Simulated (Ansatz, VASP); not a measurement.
TaTlH4: VASP beside Ansatz

File INCAR:

```
SYSTEM = TaTlH4
PREC = Accurate
ENCUT = 520
EDIFF = 1E-6
ISMEAR = 0
SIGMA = 0.1
LREAL = .FALSE.
LASPH = .TRUE.
NELM = 80
ALGO = Normal
ISIF = 2
LWAVE = .FALSE.
LCHARG = .FALSE.
GGA = PE
NBANDS = 23
```

KPOINTS

```
regular mesh
0
G
  4 4 4
  0 0 0
```

File POSCAR:

```
TaTlH4
1.0
    4.2057738900      0.0000000000      0.0000000000
    0.0000000000      4.2057738900      0.0000000000
    0.0000000000      0.0000000000      5.9478624700
Ta Tl H
1 1 4
Direct
    0.5000000000      0.5000000000      0.5000000000
    0.0000000000      0.0000000000      0.0000000000
    0.5000000000      0.0000000000      0.2500000000
    0.0000000000      0.5000000000      0.7500000000
    0.5000000000      0.0000000000      0.7500000000
    0.0000000000      0.5000000000      0.2500000000
```

Input for Ansatz:

```yaml
crystal:
  lattice:
    - [4.20577389, 0.0, 0.0]
    - [0.0, 4.20577389, 0.0]
    - [0.0, 0.0, 5.94786247]
  atoms:
    - { symbol: Ta, position: [0.5, 0.5, 0.5] }
    - { symbol: Tl, position: [0.0, 0.0, 0.0] }
    - { symbol: H, position: [0.5, 0.0, 0.25] }
    - { symbol: H, position: [0.0, 0.5, 0.75] }
    - { symbol: H, position: [0.5, 0.0, 0.75] }
    - { symbol: H, position: [0.0, 0.5, 0.25] }
basis:
  ecutwfc: 420
kpoints:
  mp_grid: { grid: [4, 4, 4] }
hamiltonian:
  xc: pbe
scf:
  occupations: { method: gaussian, width: 0.1 }
  lower_state_search: "off"
output:
  forces: true
  stress: true
  eigenvalues: true
```

Alike in both runs: task single point; functional PBE; k mesh 4 × 4 × 4; occupations gaussian, width 0.1 eV; no spin polarisation.

|  | VASP | Ansatz |
| --- | --- | --- |
| version | VASP 6.6.1 | Ansatz 0.2.0 |
| potentials or method | VASP PAW PBE potentials, release 64 (Ta_pv, Tl_d, H), cutoff 520 eV | scalar-relativistic, plane waves, PAW |
| valence electrons in the cell | 28 | 30 |

```tsv
	VASP	Ansatz	Ansatz less VASP
gap on the k mesh at the Fermi level (eV)	none	none	-
pressure (GPa)	-14.9	-14.8	+0.07
traceless stress, the component that is largest in VASP (GPa)	3.51	3.53	+0.014
rms of the force components (eV/Å)	0.616	0.617	+0.0008
```

Atom by atom the forces differ by 0.001 eV/Å (rms over components). A gap of «none» marks a metal or a gap that the smearing closes. VASP's potentials hold 28 valence electrons a cell and Ansatz's 30, so a difference there can come from the potentials and not from the codes.

The k mesh is coarse, so the values compare programs but aren't converged. Spin-orbit coupling is off throughout.
